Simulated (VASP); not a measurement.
# La (Im-3m) in VASP: further runs, part 2 of 2

VASP 6.6.1. Earlier steps stand in the parts before.

**4. Single point, PBE (19.66 Å³/atom)**

This run uses another cell than the first one, of 19.66 Å³/atom.

Contents of INCAR:

```
SYSTEM = La
PREC = Accurate ; ENCUT = 520
EDIFF = 1E-6 ; ISMEAR = -1
SIGMA = 0.08 ; LREAL = .False.
LASPH = .True. ; NELM = 100
ALGO = Normal ; ISIF = 2
LWAVE = .False. ; LCHARG = .True.
GGA = PE ; LELF = .True.
LVHAR = .True. ; NBANDS = 12
```

Contents of KPOINTS:

```
Automatic mesh
0
Gamma
  13 13 13
  0 0 0
```

Contents of POSCAR:

```
La
1.0
   -1.7003541914      1.7003541914      1.7003541914
    1.7003541914     -1.7003541914      1.7003541914
    1.7003541914      1.7003541914     -1.7003541914
La
1
Direct
    0.0000000000      0.0000000000      0.0000000000
```

Potentials or basis: VASP PAW PBE potentials, release 64 (La).

Run with:

```
$ cat potpaw_PBE.64/La/POTCAR > POTCAR
$ mpirun -np 1 vasp_std > vasp.out
```

OUTCAR:

```text
SYSTEM = La
   PREC = Accurate
   ENCUT = 520
   EDIFF = 1E-6
   ISMEAR = -1
   LREAL = .False.
   LASPH = .True.
   NELM = 100
   ISIF = 2
   GGA = PE

 ion  position               nearest neighbor table
   1  0.000  0.000  0.000-

  LATTYP: Found a body centered cubic cell.
 ALAT       =     3.4007083828

  Lattice vectors:

 A1 = (  -1.7003541914,   1.7003541914,   1.7003541914)
 A2 = (   1.7003541914,  -1.7003541914,   1.7003541914)
 A3 = (   1.7003541914,   1.7003541914,  -1.7003541914)

Analysis of symmetry for initial positions (statically):
=====================================================================
 Subroutine PRICEL returns:
 Original cell was already a primitive cell.

 Routine SETGRP: Setting up the symmetry group for a
 body centered cubic supercell.

 Subroutine GETGRP returns: Found 48 space group operations
 (whereof 48 operations were pure point group operations)
 out of a pool of 48 trial point group operations.

The static configuration has the point symmetry O_h .

Analysis of symmetry for dynamics (positions and initial velocities):
=====================================================================
 Subroutine PRICEL returns:
 Original cell was already a primitive cell.

 Routine SETGRP: Setting up the symmetry group for a
 body centered cubic supercell.

 Subroutine GETGRP returns: Found 48 space group operations
 (whereof 48 operations were pure point group operations)
 out of a pool of 48 trial point group operations.

The dynamic configuration has the point symmetry O_h .

 Subroutine INISYM returns: Found 48 space group operations
 (whereof 48 operations are pure point group operations),
 and found     1 'primitive' translations

----------------------------------------------------------------------------------------

                                     Primitive cell

  volume of cell :      19.6643

  direct lattice vectors                    reciprocal lattice vectors
    -1.700354191  1.700354191  1.700354191     0.000000000  0.294056381  0.294056381
     1.700354191 -1.700354191  1.700354191     0.294056381  0.000000000  0.294056381
     1.700354191  1.700354191 -1.700354191     0.294056381  0.294056381  0.000000000

  length of vectors
     2.945099850  2.945099850  2.945099850     0.415858522  0.415858522  0.415858522

  position of ions in fractional coordinates (direct lattice)
     0.000000000  0.000000000  0.000000000

  ion indices of the primitive-cell ions
   primitive index   ion index
                 1           1

----------------------------------------------------------------------------------------

 KPOINTS: Automatic mesh

Automatic generation of k-mesh.
 Grid dimensions read from file:
 generate k-points for:   13   13   13

 Generating k-lattice:

  Cartesian coordinates                     Fractional coordinates (reciprocal lattice)
     0.000000000  0.022619722  0.022619722     0.076923077  0.000000000  0.000000000
     0.022619722  0.000000000  0.022619722     0.000000000  0.076923077  0.000000000
     0.022619722  0.022619722  0.000000000     0.000000000  0.000000000  0.076923077

  Length of vectors
     0.031989117  0.031989117  0.031989117

  Shift w.r.t. Gamma in fractional coordinates (k-lattice)
     0.000000000  0.000000000  0.000000000

 Subroutine IBZKPT returns following result:
 ===========================================

 Found     84 irreducible k-points:

 Following reciprocal coordinates:
            Coordinates               Weight
  0.000000  0.000000  0.000000      1.000000
  0.076923  0.000000  0.000000     12.000000
  0.153846  0.000000  0.000000     12.000000
  0.230769  0.000000  0.000000     12.000000
  0.307692  0.000000  0.000000     12.000000
  0.384615  0.000000  0.000000     12.000000
[... 16 lines left out ...]
  0.153846  0.076923  0.076923     24.000000
  0.230769  0.076923  0.076923     24.000000
 [... further k-points ...]
   k-points           NKPTS =     84   k-points in BZ     NKDIM =     84   number of bands    NBANDS=     12
   number of dos      NEDOS =    301   number of ions     NIONS =      1
   total plane-waves  NPLWV =  13824
   dimension x,y,z NGX =    24 NGY =   24 NGZ =   24
   dimension x,y,z NGXF=    48 NGYF=   48 NGZF=   48
   ions per type =               1
   NGX,Y,Z   is equivalent  to a cutoff of  13.55, 13.55, 13.55 a.u.
   NGXF,Y,Z  is equivalent  to a cutoff of  27.10, 27.10, 27.10 a.u.
 SYSTEM =  La
   PREC   = accura    normal or accurate (medium, high low for compatibility)
   ISTART =      0    job   : 0-new  1-cont  2-samecut
   ICHARG =      2    charge: 1-file 2-atom 10-const
   ISPIN  =      1    spin polarized calculation?
   LNONCOLLINEAR =      F non collinear calculations
   LSORBIT =      F    spin-orbit coupling
   LASPH  =      T    aspherical Exc in radial PAW
   ENCUT  =  520.0 eV  38.22 Ry    6.18 a.u.   5.48  5.48  5.48*2*pi/ulx,y,z
   NELM   =    100;   NELMIN=  2; NELMDL= -5     # of ELM steps
   EDIFF  = 0.1E-05   stopping-criterion for ELM
   LREAL  =      F    real-space projection
   EDIFFG = 0.1E-04   stopping-criterion for IOM
   NSW    =      0    number of steps for IOM
   IBRION =     -1    ionic relax: 0-MD 1-quasi-New 2-CG
   NFREE  =      0    steps in history (QN), initial steepest desc. (CG)
   ISIF   =      2    stress and relaxation
   ISYM   =      2    0-nonsym 1-usesym 2-fastsym
   POTIM  = 0.5000    time-step for ionic-motion
   TEBEG  =    0.0;   TEEND  =   0.0 temperature during run
   PSTRESS=    0.0 pullay stress
   NELECT =      11.0000    total number of electrons
   NUPDOWN=      -1.0000    fix difference up-down
   EMIN   =  10.00;   EMAX   =-10.00  energy-range for DOS
   EFERMI =   0.00;   METHOD = LEGACY
   ISMEAR =    -1;   SIGMA  =   0.08  broadening in eV -4-tet -1-fermi 0-gaus
   EFERMI_NEDOS =   21; number of points for ismear=-14 and -15
   IALGO  =     38    algorithm
   IMIX   =      4    mixing-type and parameters
     AMIX     =   0.40;   BMIX     =  1.00
     AMIX_MAG =   1.60;   BMIX_MAG =  1.00
  volume/ion in A,a.u.               =      19.66       132.70
  Fermi-wavevector in a.u.,A,eV,Ry     =   1.348900  2.549051 24.756215  1.819530
  Thomas-Fermi vector in A             =   2.476531
   LORBIT       =      0    0 simple, 1 ext, 2 COOP (PROOUT), +10 PAW based schemes
   GGA     = PE    functional components
   LHFCALC =     F    Hartree Fock is set to
   AEXX    =    0.0000 exact exchange contribution
   IVDW    =     0    specifies the selected vdW correction
   LEPSILON=     F    determine dielectric tensor
   LRPA    =     F    only Hartree local field effects (RPA)
 non-spin polarized calculation
  energy-cutoff  :      520.00
  volume of cell :       19.66
 maximum number of plane-waves:       546
 NGX is ok and might be reduce to    24
   NGX = 11   NGY = 11   NGZ = 11

 number of electron      11.0000001 magnetization

 Free energy of the ion-electron system (eV)
  ---------------------------------------------------
  ext. energy  EPLUGINS =         0.00000000
  ---------------------------------------------------
  free energy    TOTEN  =        -3.20823014 eV

  energy without entropy =       -3.18000618  energy(sigma->0) =       -3.19411816

 E-fermi :  15.8005     XC(G=0): -12.4810

 val. band max:       15.6605623760   @ k =  -0.3846  -0.4615   0.0769
 cond. band min:      15.8030333410   @ k =   0.1538   0.1538   0.0769
 fundamental gap:      0.1424709650
 Fermi energy:        15.8004682733

 k-point     1 :       0.0000    0.0000    0.0000
  band No.  band energies     occupation
      1     -17.6242      2.00000
      2       2.8608      2.00000
      3       2.8608      2.00000
      4       2.8608      2.00000
      5      15.5575      1.90846
      6      17.5702      0.00000
      7      17.5702      0.00000
      8      17.5702      0.00000
      9      17.9343      0.00000
     10      17.9343      0.00000
     11      17.9343      0.00000
     12      20.1804      0.00000
[... 331 lines left out ...]
 k-point    24 :       0.2308    0.0769    0.0769
  band No.  band energies     occupation
      1     -16.3894      2.00000
      2      -1.8453      2.00000
      3       1.1522      2.00000
      4       2.1785      2.00000
      5      14.8100      1.99999
      6      15.3792      1.98973
      7      17.9935      0.00000
      8      18.1707      0.00000
      9      18.9507      0.00000
     10      19.2841      0.00000
     11      19.9978      0.00000
     12      20.0580      0.00000

 [... further k-points ...]

------------------------ aborting loop because EDIFF is reached ----------------------------------------

  FORCE on cell =-STRESS in cart. coord.  units (eV):
  Direction    XX          YY          ZZ          XY          YZ          ZX
  --------------------------------------------------------------------------------------
  -------------------------------------------------------------------------------------
  Total        5.8769879      5.8769879      5.8769879      0.0000000     -0.0000000      0.0000000
  in kB      478.8364451    478.8364451    478.8364451      0.0000000     -0.0000000      0.0000000
  external PRESSURE =     478.8364451 kB  Pullay stress =       0.0000000 kB

 VOLUME and BASIS-vectors are now :
 -----------------------------------------------------------------------------
  energy-cutoff  :      520.00
  volume of cell :       19.66
      direct lattice vectors                 reciprocal lattice vectors
    -1.700354191  1.700354191  1.700354191     0.000000000  0.294056381  0.294056381
     1.700354191 -1.700354191  1.700354191     0.294056381  0.000000000  0.294056381
     1.700354191  1.700354191 -1.700354191     0.294056381  0.294056381  0.000000000

 POSITION                                       TOTAL-FORCE (eV/Angst)
 -----------------------------------------------------------------------------------
      0.00000      0.00000      0.00000         0.000000      0.000000     -0.000000
 -----------------------------------------------------------------------------------
    total drift:                                0.000000      0.000000     -0.000000

  FREE ENERGIE OF THE ION-ELECTRON SYSTEM (eV)
  ---------------------------------------------------
  free  energy   TOTEN  =        -3.2082301432 eV

  energy  without entropy=       -3.1800061817  energy(sigma->0) =       -3.19411816
```

stdout:

```text
POSCAR found type information on POSCAR La
 POSCAR found :  1 types and       1 ions
 scaLAPACK will be used
 LDA part: xc-table for (Slater+PW92), standard interpolation
 POSCAR, INCAR and KPOINTS ok, starting setup
 FFT: planning ... GRIDC
 FFT: planning ... GRID_SOFT
 FFT: planning ... GRID
 WAVECAR not read
 entering main loop
```

Wall time 41 s (1 thread of Intel Xeon 8259CL, shared host); peak memory 0.16 GiB.

What came out:

```
Free energy            : -3.2082 eV
Pressure               : 47.9 GPa
Band gap on the k mesh : zero (an odd number of electrons rules out a gap without spin polarisation)
```

Levels at points of the mesh, in eV from the Fermi level:
| k point | band 2 | band 3 | band 4 | band 5 | band 6 | band 7 | band 8 | band 9 |
| --- | --- | --- | --- | --- | --- | --- | --- | --- |
| (0.00, 0.00, 0.00) | -12.94 | -12.94 | -12.94 | -0.24 | 1.77 | 1.77 | 1.77 | 2.13 |

Caveat: the cell stands under pressure; spin-orbit coupling is left out, which moves the levels of the heavy elements.
